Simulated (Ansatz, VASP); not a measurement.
Two plane-wave programs on Ga2SnSe4

```
Ga Sn Se
1.0
    -3.81297    3.81297    3.14671
     3.81297   -3.81297    3.14671
     3.81297    3.81297   -3.14671
Ga Sn Se
2 1 4
Direct
  0.50000 0.00000 0.50000
  0.00000 0.50000 0.50000
  0.50000 0.50000 0.00000
  0.92402 0.42402 0.84805
  0.57598 0.07598 0.15195
  0.42402 0.57598 0.50000
  0.07598 0.92402 0.50000
```

Alike in both runs: functional PBE; k mesh 3 × 3 × 3; occupations gaussian, width 0.15 eV; no spin polarisation.

Ansatz relaxed the structure, and its values are those at the end. VASP's run is a single point on that final structure, the one shown.

|  | VASP | Ansatz |
| --- | --- | --- |
| version | VASP 6.6.1 | Ansatz 0.2.0 |
| potentials or method | VASP PAW PBE potentials, release 64 (Ga_d, Sn_d, Se), cutoff 500 eV | scalar-relativistic, plane waves, PAW |
| valence electrons in the cell | 64 | 104 |

VASP gave:

```
gap on the k mesh at the Fermi level (eV) : 1.37
least direct gap on the mesh (eV)         : 1.44
pressure (GPa)                            : 0.4
rms of the force components (eV/Å)        : 0.016
```

Which values does Ansatz return?

gap on the k mesh at the Fermi level (eV): 1.37; least direct gap on the mesh (eV): 1.44; pressure (GPa): 0.3; rms of the force components (eV/Å): 0.005.

VASP's potentials hold 64 valence electrons a cell and Ansatz's 104, so a difference there can come from the potentials and not from the codes.

The k mesh is coarse, so the values compare programs but aren't converged.
